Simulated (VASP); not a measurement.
Wanted: the native input for a VASP 6.6.1 run.

```yaml
Task: single point
Functional: LDA
Potentials_or_basis: VASP PAW LDA potentials, release 64 (Sc_sv, F)
Cutoff: 520 eV
k_mesh: 6 × 6 × 6
Occupations: gaussian, width 0.05 eV
Spin: no spin polarisation
Dipole_correction: no
Further_INCAR_settings: ALGO = Normal; EDIFF = 1e-07; NBANDS = 24
```

The structure of ScF3 lies in POSCAR:

```
ScF3
1.0
    4.0151136577      0.1042886664      0.1042886664
    0.1042886664      4.0151136577      0.1042886664
    0.1042886664      0.1042886664      4.0151136577
Sc F
1 3
Direct
    0.0000000000      0.0000000000      0.0000000000
    0.5000000000      0.0000000000      0.0000000000
    0.0000000000      0.5000000000      0.0000000000
    0.0000000000      0.0000000000      0.5000000000
```

This cell differs from its parent crystal: ratio of the length along [111] to the lengths across it x 1.08, volume and fractional coordinates fixed.

The input as run:

INCAR

```
SYSTEM = ScF3
ALGO     = Normal         ! electronic algorithm
EDIFF    = 1E-7           ! SCF threshold, eV
ENCUT    = 520            ! plane-wave cutoff, eV
GGA      = CA             ! functional
ISIF     = 2              ! what is computed and relaxed
ISMEAR   = 0              ! smearing method
LASPH    = .True.         ! aspherical terms in the spheres
LCHARG   = .True.         ! write CHGCAR
LELF     = .True.         ! ELF
LREAL    = .False.        ! projectors in reciprocal space
LVHAR    = .True.       
LWAVE    = .False.        ! write WAVECAR
NBANDS   = 24             ! bands
NELM     = 80             ! most SCF steps
PREC     = Accurate       ! precision mode
SIGMA    = 0.05           ! smearing width, eV
```

KPOINTS

```
k-points
0
Gamma
  6 6 6
  0 0 0
```

Potentials or basis: VASP PAW LDA potentials, release 64 (Sc_sv, F).

Command:

```sh
$ cat potpaw_LDA.64/Sc_sv/POTCAR potpaw_LDA.64/F/POTCAR > POTCAR
$ mpirun -np 1 vasp_std > vasp.out
```

It gave:

```yaml
Pressure: -2.6 GPa
Band_gap_on_the_k_mesh: 6.11 eV, indirect (least direct gap 6.52 eV)
```

Wall time 23 s on 1 thread of Intel(R) Xeon(R) 6975P-C (Granite Rapids), with other jobs on the host, peak memory 0.17 GiB.
